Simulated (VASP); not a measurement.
# PtS2 (Ibam) in VASP: single point with r2SCAN+rVV10

Aim: the single point of PtS2 with r2SCAN+rVV10.

Program: VASP 6.6.1. These are calculated values, not measurements. Logs are shortened: lines on timing, memory, paths and dates and some standing lists are left out, and cuts for length are marked.

**1. The cell of the first run**

The structure is orthorhombic, space group Ibam (No. 72). Conventional cell: a = 4.588 Å, b = 7.531 Å, c = 7.064 Å, α = 90.00°, β = 90.00°, γ = 90.00°. Within 3.1 Å of Pt (site symmetry 222) lie 4 S at 2.32 Å. Within 2.8 Å of S (site symmetry m) lie 1 S at 2.09 Å and 2 Pt at 2.32 Å.

**2. Single point, r2SCAN+rVV10**

Contents of POSCAR:

```
PtS2
1.0
   -2.2941501341      3.7655387223      3.5321520643
    2.2941501341     -3.7655387223      3.5321520643
    2.2941501341      3.7655387223     -3.5321520643
Pt S
2 4
Direct
    0.7500000000      0.7500000000      0.0000000000
    0.2500000000      0.2500000000      0.0000000000
    0.9278491074      0.6950988340      0.6229479414
    0.0721508926      0.3049011660      0.3770520586
    0.5721508926      0.1950988340      0.7672497266
    0.4278491074      0.8049011660      0.2327502734
```

Contents of INCAR.step1:

```
SYSTEM = PtS2
ALGO = Normal
EDIFF = 1E-4
ENCUT = 520
GGA = PE
ISMEAR = -1
LASPH = .True.
LCHARG = .False.
LREAL = .False.
LWAVE = .True.
NBANDS = 31
NELM = 80
PREC = Accurate
SIGMA = 0.03
```

Contents of INCAR.step2:

```
SYSTEM = PtS2
ALGO = Normal
BPARAM = 11.95
CPARAM = 0.0093
EDIFF = 1E-7
ENCUT = 520
ISIF = 2
ISMEAR = -1
ISTART = 1
IVDW_NL = 2
LASPH = .True.
LCHARG = .False.
LMIXTAU = .True.
LREAL = .False.
LUSE_VDW = .True.
LWAVE = .False.
METAGGA = R2SCAN
NBANDS = 31
NELM = 80
PREC = Accurate
SIGMA = 0.03
```

Contents of KPOINTS:

```
k-points
0
Gamma
  8 8 8
  0 0 0
```

Potentials or basis: VASP PAW PBE potentials, release 64 (Pt, S).

Launch:

```sh
cat potpaw_PBE.64/Pt/POTCAR potpaw_PBE.64/S/POTCAR > POTCAR
cp INCAR.step1 INCAR
mpirun -np 1 vasp_std > vasp.out
cp INCAR.step2 INCAR
mpirun -np 1 vasp_std > vasp.out
```

OUTCAR:

```text
SYSTEM = PtS2
   BPARAM = 11.95
   EDIFF = 1E-7
   ENCUT = 520
   ISIF = 2
   ISMEAR = -1
   ISTART = 1
   IVDW_NL = 2
   LASPH = .True.
   LREAL = .False.
   METAGGA = R2SCAN
   NELM = 80
   PREC = Accurate

 ion  position               nearest neighbor table
   1  0.750  0.750  0.000-   4 2.32   3 2.32   6 2.32   5 2.32
   2  0.250  0.250  0.000-   6 2.32   4 2.32   5 2.32   3 2.32
   3  0.928  0.695  0.623-   4 2.09   1 2.32   2 2.32
   4  0.072  0.305  0.377-   3 2.09   2 2.32   1 2.32
   5  0.572  0.195  0.767-   6 2.09   2 2.32   1 2.32
   6  0.428  0.805  0.233-   5 2.09   1 2.32   2 2.32

  LATTYP: Found a body centered orthorhombic cell.
 ALAT       =     4.5883002682
 B/A-ratio  =     1.5396342252
 C/A-ratio  =     1.6413654304

  Lattice vectors:

 A1 = (   2.2941501341,  -3.7655387223,  -3.5321520643)
 A2 = (  -2.2941501341,  -3.7655387223,   3.5321520643)
 A3 = (  -2.2941501341,   3.7655387223,  -3.5321520643)

Analysis of symmetry for initial positions (statically):
=====================================================================
 Subroutine PRICEL returns:
 Original cell was already a primitive cell.

 Routine SETGRP: Setting up the symmetry group for a
 body centered orthorhombic supercell.

 Subroutine GETGRP returns: Found  8 space group operations
 (whereof  4 operations were pure point group operations)
 out of a pool of  8 trial point group operations.

The static configuration has the point symmetry C_2h.
 The point group associated with its full space group is D_2h.

Analysis of symmetry for dynamics (positions and initial velocities):
=====================================================================
 Subroutine PRICEL returns:
 Original cell was already a primitive cell.

 Routine SETGRP: Setting up the symmetry group for a
 body centered orthorhombic supercell.

 Subroutine GETGRP returns: Found  8 space group operations
 (whereof  4 operations were pure point group operations)
 out of a pool of  8 trial point group operations.

The dynamic configuration has the point symmetry C_2h.
 The point group associated with its full space group is D_2h.

 Subroutine INISYM returns: Found  8 space group operations
 (whereof  4 operations are pure point group operations),
 and found     1 'primitive' translations

----------------------------------------------------------------------------------------

                                     Primitive cell

  volume of cell :     122.0530

  direct lattice vectors                    reciprocal lattice vectors
    -2.294150134  3.765538722  3.532152064     0.000000000  0.132783125  0.141556759
     2.294150134 -3.765538722  3.532152064     0.217945632  0.000000000  0.141556759
     2.294150134  3.765538722 -3.532152064     0.217945632  0.132783125  0.000000000

  length of vectors
     5.649646441  5.649646441  5.649646441     0.194086771  0.259881924  0.255209045

  position of ions in fractional coordinates (direct lattice)
     0.750000000  0.750000000  0.000000000
     0.250000000  0.250000000  0.000000000
     0.927849107  0.695098834  0.622947941
     0.072150893  0.304901166  0.377052059
     0.572150893  0.195098834  0.767249727
     0.427849107  0.804901166  0.232750273

  ion indices of the primitive-cell ions
   primitive index   ion index
                 1           1
                 2           2
                 3           3
                 4           4
                 5           5
                 6           6

----------------------------------------------------------------------------------------

 KPOINTS: k-points

Automatic generation of k-mesh.
 Grid dimensions read from file:
 generate k-points for:    8    8    8

 Generating k-lattice:

  Cartesian coordinates                     Fractional coordinates (reciprocal lattice)
     0.000000000  0.016597891  0.017694595     0.125000000  0.000000000  0.000000000
     0.027243204  0.000000000  0.017694595     0.000000000  0.125000000  0.000000000
     0.027243204  0.016597891  0.000000000     0.000000000  0.000000000  0.125000000

  Length of vectors
     0.024260846  0.032485241  0.031901131

  Shift w.r.t. Gamma in fractional coordinates (k-lattice)
     0.000000000  0.000000000  0.000000000

 Subroutine IBZKPT returns following result:
 ===========================================

 Found     95 irreducible k-points:

 Following reciprocal coordinates:
            Coordinates               Weight
  0.000000  0.000000  0.000000      1.000000
  0.125000  0.000000  0.000000      4.000000
  0.250000  0.000000  0.000000      4.000000
  0.375000 -0.000000  0.000000      4.000000
  0.500000  0.000000  0.000000      2.000000
  0.000000  0.125000  0.000000      4.000000
[... 16 lines left out ...]
  0.125000  0.375000  0.000000      8.000000
  0.250000  0.375000  0.000000      8.000000
 [... further k-points ...]
   k-points           NKPTS =     95   k-points in BZ     NKDIM =     95   number of bands    NBANDS=     31
   number of dos      NEDOS =    301   number of ions     NIONS =      6
   total plane-waves  NPLWV =  74088
   dimension x,y,z NGX =    42 NGY =   42 NGZ =   42
   dimension x,y,z NGXF=    84 NGYF=   84 NGZF=   84
   ions per type =               2   4
   NGX,Y,Z   is equivalent  to a cutoff of  12.36, 12.36, 12.36 a.u.
   NGXF,Y,Z  is equivalent  to a cutoff of  24.72, 24.72, 24.72 a.u.
 SYSTEM =  PtS2
   PREC   = accura    normal or accurate (medium, high low for compatibility)
   ISTART =      1    job   : 0-new  1-cont  2-samecut
   ICHARG =      0    charge: 1-file 2-atom 10-const
   ISPIN  =      1    spin polarized calculation?
   LNONCOLLINEAR =      F non collinear calculations
   LSORBIT =      F    spin-orbit coupling
   LASPH  =      T    aspherical Exc in radial PAW
   ENCUT  =  520.0 eV  38.22 Ry    6.18 a.u.  10.50 10.50 10.50*2*pi/ulx,y,z
   NELM   =     80;   NELMIN=  2; NELMDL=  0     # of ELM steps
   EDIFF  = 0.1E-06   stopping-criterion for ELM
   LREAL  =      F    real-space projection
   EDIFFG = 0.1E-05   stopping-criterion for IOM
   NSW    =      0    number of steps for IOM
   IBRION =     -1    ionic relax: 0-MD 1-quasi-New 2-CG
   NFREE  =      0    steps in history (QN), initial steepest desc. (CG)
   ISIF   =      2    stress and relaxation
   ISYM   =      2    0-nonsym 1-usesym 2-fastsym
   POTIM  = 0.5000    time-step for ionic-motion
   TEBEG  =    0.0;   TEEND  =   0.0 temperature during run
   PSTRESS=    0.0 pullay stress
   NELECT =      44.0000    total number of electrons
   NUPDOWN=      -1.0000    fix difference up-down
   EMIN   =  10.00;   EMAX   =-10.00  energy-range for DOS
   EFERMI =   0.00;   METHOD = LEGACY
   ISMEAR =    -1;   SIGMA  =   0.03  broadening in eV -4-tet -1-fermi 0-gaus
   EFERMI_NEDOS =   21; number of points for ismear=-14 and -15
   IALGO  =     38    algorithm
   IMIX   =      4    mixing-type and parameters
     AMIX     =   0.40;   BMIX     =  1.00
     AMIX_MAG =   1.60;   BMIX_MAG =  1.00
  volume/ion in A,a.u.               =      20.34       137.28
  Fermi-wavevector in a.u.,A,eV,Ry     =   1.165135  2.201786 18.470450  1.357540
  Thomas-Fermi vector in A             =   2.301665
   LORBIT       =      0    0 simple, 1 ext, 2 COOP (PROOUT), +10 PAW based schemes
   METAGGA = R2SCAN    functional components
   LHFCALC =     F    Hartree Fock is set to
   AEXX    =    0.0000 exact exchange contribution
   IVDW_NL    =     2    kernel type
   BPARAM     =11.9500
   IVDW    =     0    specifies the selected vdW correction
   LEPSILON=     F    determine dielectric tensor
   LRPA    =     F    only Hartree local field effects (RPA)
 non-spin polarized calculation
  energy-cutoff  :      520.00
  volume of cell :      122.05
 maximum number of plane-waves:      3307
   NGX = 21   NGY = 21   NGZ = 21

 number of electron      44.0000001 magnetization

 Free energy of the ion-electron system (eV)
  ---------------------------------------------------
  ext. energy  EPLUGINS =         0.00000000
  ---------------------------------------------------
  free energy    TOTEN  =      -135.25431277 eV

  energy without entropy =     -135.25404086  energy(sigma->0) =     -135.25417682

 E-fermi :   5.3688     XC(G=0): -10.7312

 val. band max:        5.2740228392   @ k =   0.5000   0.5000   0.0000
 cond. band min:       5.3856645204   @ k =   0.0000   0.0000   0.0000
 fundamental gap:      0.1116416813
 Fermi energy:         5.3688249608

 k-point     1 :       0.0000    0.0000    0.0000
  band No.  band energies     occupation
      1     -11.6892      2.00000
      2     -10.6364      2.00000
      3      -7.2024      2.00000
      4      -6.8050      2.00000
      5      -3.0204      2.00000
      6      -2.0979      2.00000
[... 23 lines left out ...]
     30      12.7027      0.00000
     31      13.6455      0.00000

 k-point     2 :       0.1250    0.0000    0.0000
  band No.  band energies     occupation
      1     -11.6521      2.00000
      2     -10.6798      2.00000
      3      -7.1869      2.00000
      4      -6.8196      2.00000
      5      -2.9843      2.00000
      6      -2.0584      2.00000
[... 23 lines left out ...]
     30      12.5634      0.00000
     31      13.7537      0.00000

 k-point     3 :       0.2500    0.0000    0.0000
  band No.  band energies     occupation
      1     -11.5452      2.00000
      2     -10.8016      2.00000
      3      -7.1431      2.00000
      4      -6.8615      2.00000
      5      -2.8769      2.00000
      6      -2.0336      2.00000
[... 23 lines left out ...]
     30      12.6138      0.00000
     31      13.7100      0.00000

 k-point     4 :       0.3750   -0.0000    0.0000
  band No.  band energies     occupation
      1     -11.3820      2.00000
      2     -10.9798      2.00000
      3      -7.0777      2.00000
      4      -6.9250      2.00000
      5      -2.7021      2.00000
      6      -2.2153      2.00000
[... 23 lines left out ...]
     30      12.4999      0.00000
     31      13.1611      0.00000

 k-point     5 :       0.5000    0.0000    0.0000
  band No.  band energies     occupation
      1     -11.1840      2.00000
      2     -11.1840      2.00000
      3      -7.0010      2.00000
      4      -7.0010      2.00000
      5      -2.4712      2.00000
      6      -2.4712      2.00000
[... 23 lines left out ...]
     30      11.8136      0.00000
     31      13.3840      0.00000
[... 542 lines left out ...]
     30      11.3370      0.00000
     31      13.4178      0.00000

 k-point    22 :       0.0000    0.3750    0.0000
  band No.  band energies     occupation
      1     -10.9378      2.00000
      2     -10.7162      2.00000
      3      -8.1148      2.00000
      4      -7.7913      2.00000
      5      -1.9053      2.00000
      6      -1.5059      2.00000
[... 23 lines left out ...]
     30      11.5465      0.00000
     31      12.9982      0.00000

 k-point    23 :       0.1250    0.3750    0.0000
  band No.  band energies     occupation
      1     -10.8905      2.00000
      2     -10.7433      2.00000
      3      -7.9889      2.00000
      4      -7.9663      2.00000
      5      -1.7792      2.00000
      6      -1.5563      2.00000
[... 23 lines left out ...]
     30      12.1949      0.00000
     31      12.9116      0.00000

 k-point    24 :       0.2500    0.3750    0.0000
  band No.  band energies     occupation
      1     -10.8376      2.00000
      2     -10.7864      2.00000
      3      -8.1664      2.00000
      4      -7.8009      2.00000
      5      -1.5811      2.00000
      6      -1.5651      2.00000
[... 23 lines left out ...]
     30      12.0908      0.00000
     31      12.5715      0.00000

 [... further k-points ...]

------------------------ aborting loop because EDIFF is reached ----------------------------------------

  FORCE on cell =-STRESS in cart. coord.  units (eV):
  Direction    XX          YY          ZZ          XY          YZ          ZX
  --------------------------------------------------------------------------------------
  -------------------------------------------------------------------------------------
  Total       -0.1203147     -0.0110629      0.2313193     -0.0000000      0.0000000      0.0000000
  in kB       -1.5793596     -0.1452210      3.0365062     -0.0000000      0.0000000      0.0000000
  external PRESSURE =       0.4373085 kB  Pullay stress =       0.0000000 kB

 VOLUME and BASIS-vectors are now :
 -----------------------------------------------------------------------------
  energy-cutoff  :      520.00
  volume of cell :      122.05
      direct lattice vectors                 reciprocal lattice vectors
    -2.294150134  3.765538722  3.532152064     0.000000000  0.132783125  0.141556759
     2.294150134 -3.765538722  3.532152064     0.217945632  0.000000000  0.141556759
     2.294150134  3.765538722 -3.532152064     0.217945632  0.132783125  0.000000000

 POSITION                                       TOTAL-FORCE (eV/Angst)
 -----------------------------------------------------------------------------------
      0.00000      0.00000      5.29823         0.000000     -0.000000      0.000000
      0.00000      0.00000      1.76608         0.000000     -0.000000      0.000000
      0.89517      3.22216      3.53215        -0.079963      0.016258     -0.000000
      1.39898      0.54337      0.00000         0.079963     -0.016258      0.000000
      0.89517      4.30891      0.00000        -0.079963     -0.016258      0.000000
      1.39898     -0.54337      3.53215         0.079963      0.016258      0.000000
 -----------------------------------------------------------------------------------
    total drift:                               -0.000000      0.000000      0.000000

  FREE ENERGIE OF THE ION-ELECTRON SYSTEM (eV)
  ---------------------------------------------------
  free  energy   TOTEN  =      -135.2543127742 eV

  energy  without entropy=     -135.2540408642  energy(sigma->0) =     -135.25417682
```

Run time: 27 min. Hardware: 1 thread of AMD EPYC 7R43 (Zen 3), shared host; peak memory 0.69 GiB.

What came out:

* Free energy: -135.2543 eV
* Pressure: 0.0 GPa
* Largest force: 0.082 eV/Å
* Band gap on the k mesh: 0.11 eV (least direct gap 0.21 eV)

Forces on the atoms (eV/Å):
```
Pt   0.000  0.000  0.000
Pt   0.000  0.000  0.000
S   -0.080  0.016  0.000
S    0.080 -0.016  0.000
S   -0.080 -0.016  0.000
S    0.080  0.016  0.000
```

Stress tensor (GPa, compression positive):
```
-0.16  0.00  0.00
 0.00 -0.01  0.00
 0.00  0.00  0.30
```

Levels at points of the mesh, in eV from the valence-band top:
```tsv
k point	band 18	band 19	band 20	band 21	band 22	band 23	band 24	band 25	band 26	band 27
(0.00, 0.00, 0.00)	-1.60	-1.58	-1.03	-0.38	-0.10	0.11	0.84	1.32	4.02	4.48
(0.50, 0.00, 0.00)	-2.16	-1.37	-1.37	-0.63	-0.63	1.79	1.79	3.11	3.11	5.16
(0.00, 0.50, 0.00)	-2.04	-1.70	-1.70	-1.23	-1.23	1.73	1.73	3.05	3.05	4.57
(0.50, 0.50, 0.00)	-1.90	-1.58	-1.19	-0.67	0.00	0.99	2.49	3.08	3.09	4.76
(0.50, 0.50, 0.50)	-2.33	-1.56	-1.28	-1.11	-0.63	0.67	2.55	2.70	3.79	4.85
```

Caveat: the PAW data sets were made with another functional, which shifts forces and pressure a little; spin-orbit coupling is left out, which moves the levels of the heavy elements.
